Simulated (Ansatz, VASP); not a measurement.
## Two plane-wave programs on Li2WN2

File INCAR:

```
SYSTEM = Li2WN2
  ALGO = Normal
  EDIFF = 1E-7
  ENCUT = 520
  GGA = PE
  ISIF = 2
  ISMEAR = 0
  LASPH = .True.
  LCHARG = .False.
  LREAL = .False.
  LWAVE = .False.
  NBANDS = 23
  NELM = 100
  PREC = Accurate
  SIGMA = 0.1
```

The input KPOINTS:

```
k-points
0
Gamma
  14 14 14
  0 0 0
```

Contents of POSCAR:

```
Li2WN2
1.0
   -1.8173957597      1.8173957597      3.1119898809
    1.8173957597     -1.8173957597      3.1119898809
    1.8173957597      1.8173957597     -3.1119898809
Li W N
2 1 2
Direct
    0.3544239589      0.3544239589      0.0000000000
    0.6455760411      0.6455760411      0.0000000000
    0.0000000000      0.0000000000      0.0000000000
    0.7500000000      0.2500000000      0.5000000000
    0.2500000000      0.7500000000      0.5000000000
```

Input for Ansatz:

```yaml
crystal:
  lattice:
    - [-1.8173957597, 1.8173957597, 3.1119898809]
    - [1.8173957597, -1.8173957597, 3.1119898809]
    - [1.8173957597, 1.8173957597, -3.1119898809]
  atoms:
    - { symbol: Li, position: [0.3544239589, 0.3544239589, 0.0] }
    - { symbol: Li, position: [0.6455760411, 0.6455760411, 0.0] }
    - { symbol: W, position: [0.0, 0.0, 0.0] }
    - { symbol: "N", position: [0.75, 0.25, 0.5] }
    - { symbol: "N", position: [0.25, 0.75, 0.5] }
basis:
  ecutwfc: 420
kpoints:
  mp_grid: { grid: [14, 14, 14] }
  band_path:
    path:
      - [[0.0, 0.0, 0.0], [0.0, 0.0, 0.5], [0.25, 0.25, 0.25], [0.0, 0.5, 0.0], [0.0, 0.0, 0.0], [0.5, 0.5, -0.5], [0.33526341, 0.66473659, -0.33526341]]
      - [[-0.33526341, 0.33526341, 0.33526341], [0.0, 0.0, 0.0]]
      - [[0.0, 0.0, 0.5], [-0.17052681, 0.17052681, 0.5]]
      - [[0.5, 0.5, -0.17052681], [0.5, 0.5, -0.5]]
    npoints: 14
hamiltonian:
  xc: pbe
scf:
  occupations: { method: gaussian, width: 0.1 }
  n_extra_bands: 12
output:
  forces: true
  stress: true
  eigenvalues: true
  populations: true
  dos: { projected: true, de: 0.02, nscf_kmesh: { grid: [17, 17, 17] } }
  bader: true
  write_density: true
  write_potential: true
  elf: true
  volumetric_format: npy
```

Alike in both runs: task single point; functional PBE; k mesh 14 × 14 × 14; occupations gaussian, width 0.1 eV; no spin polarisation.

```csv
,VASP,Ansatz
version,VASP 6.6.1,Ansatz 0.2.0
potentials or method,"VASP PAW PBE potentials, release 64 (Li_sv, W_sv, N), cutoff 520 eV","scalar-relativistic, plane waves, PAW"
valence electrons in the cell,30,30
```

VASP gave:

- gap on the k mesh at the Fermi level (eV): none
- rms of the force components (eV/Å): 0.029

Q: Which values does Ansatz return?

A: gap on the k mesh at the Fermi level (eV): none; rms of the force components (eV/Å): 0.001.

Atom by atom the forces differ by 0.030 eV/Å (rms over components). A gap of «none» marks a metal or a gap that the smearing closes.

Spin-orbit coupling is off throughout. Noted on VASP's run: the cutoff is short for stress, so the pressure is rough.
